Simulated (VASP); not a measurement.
# ZrS (Fmmm) in VASP: a series of runs

The runs below take ZrS through single point, with PBEsol.

Everything below comes from runs of VASP 6.6.1. Logs are shortened: lines on timing, memory, paths and dates and some standing lists are left out, and cuts for length are marked.

## Step 1: The cell of the first run

Symmetry: Fmmm, No. 69, orthorhombic system. The conventional cell has a = 4.969 Å, b = 5.245 Å, c = 5.287 Å, α = 90.00°, β = 90.00°, γ = 90.00°. Zr (site symmetry mmm) has 6 S at 2.48 to 2.64 Å within 3.3 Å. Within 3.3 Å of S (site symmetry mmm) lie 6 Zr at 2.48 to 2.64 Å.

## Step 2: Single point, PBEsol

The input, INCAR:

```
SYSTEM = ZrS
PREC = Accurate ; ENCUT = 520
EDIFF = 1E-6 ; ISMEAR = 0
SIGMA = 0.15 ; LREAL = .False.
LASPH = .True. ; NELM = 80
ALGO = Normal ; ISIF = 2
LWAVE = .False. ; LCHARG = .False.
GGA = PS ; NBANDS = 16
```

The input, KPOINTS:

```
Automatic mesh
0
Gamma
  16 16 16
  0 0 0
```

The input, POSCAR:

```
ZrS
1.0
    0.0000000000      2.6222565025      2.6435693601
    2.4843041876      0.0000000000      2.6435693601
    2.4843041876      2.6222565025      0.0000000000
Zr S
1 1
Direct
    0.0000000000      0.0000000000      0.0000000000
    0.5000000000      0.5000000000      0.5000000000
```

Potentials or basis: VASP PAW PBE potentials, release 64 (Zr_sv, S).

Started as:

```bash
$ cat potpaw_PBE.64/Zr_sv/POTCAR potpaw_PBE.64/S/POTCAR > POTCAR
$ mpirun -np 1 vasp_std > vasp.out
```

OUTCAR:

```text
SYSTEM = ZrS
   PREC = Accurate
   ENCUT = 520
   EDIFF = 1E-6
   ISMEAR = 0
   LREAL = .False.
   LASPH = .True.
   NELM = 80
   ISIF = 2
   GGA = PS

 ion  position               nearest neighbor table
   1  0.000  0.000  0.000-   2 2.48   2 2.48   2 2.62   2 2.62   2 2.64   2 2.64
   2  0.500  0.500  0.500-   1 2.48   1 2.48   1 2.62   1 2.62   1 2.64   1 2.64

  LATTYP: Found a face centered orthorhombic cell.
 ALAT       =     4.9686083752
 B/A-ratio  =     1.0555295586
 C/A-ratio  =     1.0641085634

  Lattice vectors:

 A1 = (   0.0000000000,   2.6222565025,   2.6435693601)
 A2 = (   2.4843041876,   0.0000000000,   2.6435693601)
 A3 = (   2.4843041876,   2.6222565025,   0.0000000000)

Analysis of symmetry for initial positions (statically):
=====================================================================
 Subroutine PRICEL returns:
 Original cell was already a primitive cell.

 Routine SETGRP: Setting up the symmetry group for a
 face centered orthorhombic supercell.

 Subroutine GETGRP returns: Found  8 space group operations
 (whereof  8 operations were pure point group operations)
 out of a pool of  8 trial point group operations.

The static configuration has the point symmetry D_2h.

Analysis of symmetry for dynamics (positions and initial velocities):
=====================================================================
 Subroutine PRICEL returns:
 Original cell was already a primitive cell.

 Routine SETGRP: Setting up the symmetry group for a
 face centered orthorhombic supercell.

 Subroutine GETGRP returns: Found  8 space group operations
 (whereof  8 operations were pure point group operations)
 out of a pool of  8 trial point group operations.

The dynamic configuration has the point symmetry D_2h.

 Subroutine INISYM returns: Found  8 space group operations
 (whereof  8 operations are pure point group operations),
 and found     1 'primitive' translations

----------------------------------------------------------------------------------------

                                     Primitive cell

  volume of cell :      34.4430

  direct lattice vectors                    reciprocal lattice vectors
     0.000000000  2.622256502  2.643569360    -0.201263598  0.190675473  0.189138219
     2.484304188  0.000000000  2.643569360     0.201263598 -0.190675473  0.189138219
     2.484304188  2.622256502  0.000000000     0.201263598  0.190675473 -0.189138219

  length of vectors
     3.723531674  3.627702614  3.612201055     0.335615014  0.335615014  0.335615014

  position of ions in fractional coordinates (direct lattice)
     0.000000000  0.000000000  0.000000000
     0.500000000  0.500000000  0.500000000

  ion indices of the primitive-cell ions
   primitive index   ion index
                 1           1
                 2           2

----------------------------------------------------------------------------------------

 KPOINTS: Automatic mesh

Automatic generation of k-mesh.
 Grid dimensions read from file:
 generate k-points for:   16   16   16

 Generating k-lattice:

  Cartesian coordinates                     Fractional coordinates (reciprocal lattice)
    -0.012578975  0.011917217  0.011821139     0.062500000  0.000000000  0.000000000
     0.012578975 -0.011917217  0.011821139     0.000000000  0.062500000 -0.000000000
     0.012578975  0.011917217 -0.011821139    -0.000000000 -0.000000000  0.062500000

  Length of vectors
     0.020975938  0.020975938  0.020975938

  Shift w.r.t. Gamma in fractional coordinates (k-lattice)
     0.000000000  0.000000000  0.000000000

 Subroutine IBZKPT returns following result:
 ===========================================

 Found    621 irreducible k-points:

 Following reciprocal coordinates:
            Coordinates               Weight
  0.000000  0.000000  0.000000      1.000000
  0.062500  0.000000  0.000000      8.000000
  0.125000  0.000000  0.000000      8.000000
  0.187500 -0.000000  0.000000      8.000000
  0.250000  0.000000  0.000000      8.000000
  0.312500  0.000000  0.000000      8.000000
[... 16 lines left out ...]
 -0.125000  0.062500  0.000000      8.000000
 -0.062500  0.062500  0.000000      4.000000
 [... further k-points ...]
   k-points           NKPTS =    621   k-points in BZ     NKDIM =    621   number of bands    NBANDS=     16
   number of dos      NEDOS =    301   number of ions     NIONS =      2
   total plane-waves  NPLWV =  21952
   dimension x,y,z NGX =    28 NGY =   28 NGZ =   28
   dimension x,y,z NGXF=    56 NGYF=   56 NGZF=   56
   ions per type =               1   1
   NGX,Y,Z   is equivalent  to a cutoff of  12.50, 12.83, 12.89 a.u.
   NGXF,Y,Z  is equivalent  to a cutoff of  25.00, 25.66, 25.77 a.u.
 SYSTEM =  ZrS
   PREC   = accura    normal or accurate (medium, high low for compatibility)
   ISTART =      0    job   : 0-new  1-cont  2-samecut
   ICHARG =      2    charge: 1-file 2-atom 10-const
   ISPIN  =      1    spin polarized calculation?
   LNONCOLLINEAR =      F non collinear calculations
   LSORBIT =      F    spin-orbit coupling
   LASPH  =      T    aspherical Exc in radial PAW
   ENCUT  =  520.0 eV  38.22 Ry    6.18 a.u.   6.92  6.75  6.72*2*pi/ulx,y,z
   NELM   =     80;   NELMIN=  2; NELMDL= -5     # of ELM steps
   EDIFF  = 0.1E-05   stopping-criterion for ELM
   LREAL  =      F    real-space projection
   EDIFFG = 0.1E-04   stopping-criterion for IOM
   NSW    =      0    number of steps for IOM
   IBRION =     -1    ionic relax: 0-MD 1-quasi-New 2-CG
   NFREE  =      0    steps in history (QN), initial steepest desc. (CG)
   ISIF   =      2    stress and relaxation
   ISYM   =      2    0-nonsym 1-usesym 2-fastsym
   POTIM  = 0.5000    time-step for ionic-motion
   TEBEG  =    0.0;   TEEND  =   0.0 temperature during run
   PSTRESS=    0.0 pullay stress
   NELECT =      18.0000    total number of electrons
   NUPDOWN=      -1.0000    fix difference up-down
   EMIN   =  10.00;   EMAX   =-10.00  energy-range for DOS
   EFERMI =   0.00;   METHOD = LEGACY
   ISMEAR =     0;   SIGMA  =   0.15  broadening in eV -4-tet -1-fermi 0-gaus
   EFERMI_NEDOS =   21; number of points for ismear=-14 and -15
   IALGO  =     38    algorithm
   IMIX   =      4    mixing-type and parameters
     AMIX     =   0.40;   BMIX     =  1.00
     AMIX_MAG =   1.60;   BMIX_MAG =  1.00
  volume/ion in A,a.u.               =      17.22       116.22
  Fermi-wavevector in a.u.,A,eV,Ry     =   1.318658  2.491902 23.658606  1.738858
  Thomas-Fermi vector in A             =   2.448612
   LORBIT       =      0    0 simple, 1 ext, 2 COOP (PROOUT), +10 PAW based schemes
   GGA     = PS    functional components
   LHFCALC =     F    Hartree Fock is set to
   AEXX    =    0.0000 exact exchange contribution
   IVDW    =     0    specifies the selected vdW correction
   LEPSILON=     F    determine dielectric tensor
   LRPA    =     F    only Hartree local field effects (RPA)
 non-spin polarized calculation
 Gauss-broadening in eV      SIGMA  =   0.15
  energy-cutoff  :      520.00
  volume of cell :       34.44
 maximum number of plane-waves:       940
   NGX = 13   NGY = 13   NGZ = 13

 number of electron      17.9999999 magnetization

 Free energy of the ion-electron system (eV)
  ---------------------------------------------------
  ext. energy  EPLUGINS =         0.00000000
  ---------------------------------------------------
  free energy    TOTEN  =       -16.43712099 eV

  energy without entropy =      -16.42283785  energy(sigma->0) =      -16.42997942

 E-fermi :  11.1998     XC(G=0): -11.6917

 val. band max:       11.1986001500   @ k =  -0.3125   0.3750   0.1875
 cond. band min:      11.2049299984   @ k =  -0.3750   0.3125   0.1875
 fundamental gap:      0.0063298484
 Fermi energy:        11.1997797424

 k-point     1 :       0.0000    0.0000    0.0000
  band No.  band energies     occupation
      1     -38.5458      2.00000
      2     -16.5869      2.00000
      3     -16.5353      2.00000
      4     -16.5304      2.00000
      5      -4.8358      2.00000
      6       7.6222      2.00000
[... 8 lines left out ...]
     15      18.3797      0.00000
     16      23.4704      0.00000

 k-point     2 :       0.0625    0.0000    0.0000
  band No.  band energies     occupation
      1     -38.5445      2.00000
      2     -16.5958      2.00000
      3     -16.5429      2.00000
      4     -16.5342      2.00000
      5      -4.7792      2.00000
      6       7.3172      2.00000
[... 8 lines left out ...]
     15      18.5630      0.00000
     16      23.2068      0.00000

 k-point     3 :       0.1250    0.0000    0.0000
  band No.  band energies     occupation
      1     -38.5408      2.00000
      2     -16.6329      2.00000
      3     -16.5569      2.00000
      4     -16.5407      2.00000
      5      -4.6151      2.00000
      6       6.5924      2.00000
[... 8 lines left out ...]
     15      19.0419      0.00000
     16      22.5130      0.00000

 k-point     4 :       0.1875   -0.0000    0.0000
  band No.  band energies     occupation
      1     -38.5353      2.00000
      2     -16.7003      2.00000
      3     -16.5652      2.00000
      4     -16.5498      2.00000
      5      -4.3603      2.00000
      6       5.7340      2.00000
[... 8 lines left out ...]
     15      19.4905      0.00000
     16      21.9034      0.00000

 k-point     5 :       0.2500    0.0000    0.0000
  band No.  band energies     occupation
      1     -38.5287      2.00000
      2     -16.7823      2.00000
      3     -16.5709      2.00000
      4     -16.5605      2.00000
      5      -4.0419      2.00000
      6       4.8833      2.00000
[... 8 lines left out ...]
     15      19.4661      0.00000
     16      20.9078      0.00000

 k-point     6 :       0.3125    0.0000    0.0000
  band No.  band energies     occupation
      1     -38.5221      2.00000
      2     -16.8635      2.00000
      3     -16.5754      2.00000
      4     -16.5711      2.00000
      5      -3.6978      2.00000
      6       4.1172      2.00000
[... 8 lines left out ...]
     15      19.5040      0.00000
     16      19.6384      0.00000

 k-point     7 :       0.3750   -0.0000    0.0000
  band No.  band energies     occupation
      1     -38.5166      2.00000
      2     -16.9313      2.00000
      3     -16.5801      2.00000
      4     -16.5788      2.00000
      5      -3.3782      2.00000
      6       3.4967      2.00000
[... 8 lines left out ...]
     15      18.4205      0.00000
     16      18.9402      0.00000

 k-point     8 :       0.4375   -0.0000    0.0000
  band No.  band energies     occupation
      1     -38.5128      2.00000
      2     -16.9760      2.00000
      3     -16.5860      2.00000
      4     -16.5811      2.00000
      5      -3.1452      2.00000
      6       3.0844      2.00000
[... 8 lines left out ...]
     15      17.4563      0.00000
     16      18.1700      0.00000

 k-point     9 :       0.5000    0.0000    0.0000
  band No.  band energies     occupation
      1     -38.5115      2.00000
      2     -16.9916      2.00000
      3     -16.5881      2.00000
      4     -16.5819      2.00000
      5      -3.0586      2.00000
      6       2.9384      2.00000
[... 8 lines left out ...]
     15      17.5567      0.00000
     16      17.6452      0.00000
[... 172 lines left out ...]
 k-point    19 :      -0.3750    0.0625   -0.0000
  band No.  band energies     occupation
      1     -38.5143      2.00000
      2     -16.9491      2.00000
      3     -16.5940      2.00000
      4     -16.5783      2.00000
      5      -3.2720      2.00000
      6       3.3380      2.00000
[... 8 lines left out ...]
     15      18.1056      0.00000
     16      18.6650      0.00000

 k-point    20 :      -0.3125    0.0625    0.0000
  band No.  band energies     occupation
      1     -38.5192      2.00000
      2     -16.8929      2.00000
      3     -16.5870      2.00000
      4     -16.5724      2.00000
      5      -3.5481      2.00000
      6       3.8493      2.00000
[... 8 lines left out ...]
     15      18.9747      0.00000
     16      19.6299      0.00000

 k-point    21 :      -0.2500    0.0625    0.0000
  band No.  band energies     occupation
      1     -38.5254      2.00000
      2     -16.8199      2.00000
      3     -16.5771      2.00000
      4     -16.5659      2.00000
      5      -3.8752      2.00000
      6       4.5221      2.00000
[... 8 lines left out ...]
     15      19.5215      0.00000
     16      20.1222      0.00000

 k-point    22 :      -0.1875    0.0625   -0.0000
  band No.  band energies     occupation
      1     -38.5319      2.00000
      2     -16.7411      2.00000
      3     -16.5658      2.00000
      4     -16.5590      2.00000
      5      -4.1990      2.00000
      6       5.2924      2.00000
[... 8 lines left out ...]
     15      19.5867      0.00000
     16      21.1338      0.00000

 k-point    23 :      -0.1250    0.0625    0.0000
  band No.  band energies     occupation
      1     -38.5378      2.00000
      2     -16.6699      2.00000
      3     -16.5558      2.00000
      4     -16.5504      2.00000
      5      -4.4768      2.00000
      6       6.0888      2.00000
[... 8 lines left out ...]
     15      19.3468      0.00000
     16      22.1820      0.00000

 k-point    24 :      -0.0625    0.0625    0.0000
  band No.  band energies     occupation
      1     -38.5423      2.00000
      2     -16.6196      2.00000
      3     -16.5483      2.00000
      4     -16.5400      2.00000
      5      -4.6773      2.00000
      6       6.8186      2.00000
[... 8 lines left out ...]
     15      18.8579      0.00000
     16      23.0006      0.00000

 [... further k-points ...]

------------------------ aborting loop because EDIFF is reached ----------------------------------------

  FORCE on cell =-STRESS in cart. coord.  units (eV):
  Direction    XX          YY          ZZ          XY          YZ          ZX
  --------------------------------------------------------------------------------------
  -------------------------------------------------------------------------------------
  Total        3.2959749     -0.8769612     -1.2671945      0.0000000      0.0000000      0.0000000
  in kB      153.3182412    -40.7934399    -58.9458476      0.0000000      0.0000000      0.0000000
  external PRESSURE =      17.8596512 kB  Pullay stress =       0.0000000 kB

 VOLUME and BASIS-vectors are now :
 -----------------------------------------------------------------------------
  energy-cutoff  :      520.00
  volume of cell :       34.44
      direct lattice vectors                 reciprocal lattice vectors
     0.000000000  2.622256502  2.643569360    -0.201263598  0.190675473  0.189138219
     2.484304188  0.000000000  2.643569360     0.201263598 -0.190675473  0.189138219
     2.484304188  2.622256502  0.000000000     0.201263598  0.190675473 -0.189138219

 POSITION                                       TOTAL-FORCE (eV/Angst)
 -----------------------------------------------------------------------------------
      0.00000      0.00000      0.00000        -0.000000      0.000000     -0.000000
      2.48430      2.62226      2.64357         0.000000     -0.000000      0.000000
 -----------------------------------------------------------------------------------
    total drift:                                0.000000      0.000000      0.000000

  FREE ENERGIE OF THE ION-ELECTRON SYSTEM (eV)
  ---------------------------------------------------
  free  energy   TOTEN  =       -16.4371209907 eV

  energy  without entropy=      -16.4228378517  energy(sigma->0) =      -16.42997942
```

Wall time 4.4 min (1 thread of Intel Xeon Platinum 8259CL at 2.50GHz (Skylake/Cascade Lake), shared host); peak memory 0.43 GiB.

Results:

- Free energy: -16.4371 eV
- Pressure: 1.8 GPa
- Band gap on the k mesh: zero (bands 9 and 10 overlap by 3.09 eV)

Stress tensor (GPa, compression positive):
```
15.33  0.00  0.00
 0.00 -4.08  0.00
 0.00  0.00 -5.89
```

Caveat: the cell differs from its parent crystal (strain +e along x and -e along y -0.0267, strain +e along z and -e/2 along x and y +0.0233); the stress differs along the axes, from -6 to 15 GPa; the PAW data sets were made with another functional, which shifts forces and pressure a little.

[end of part 1 of 2]
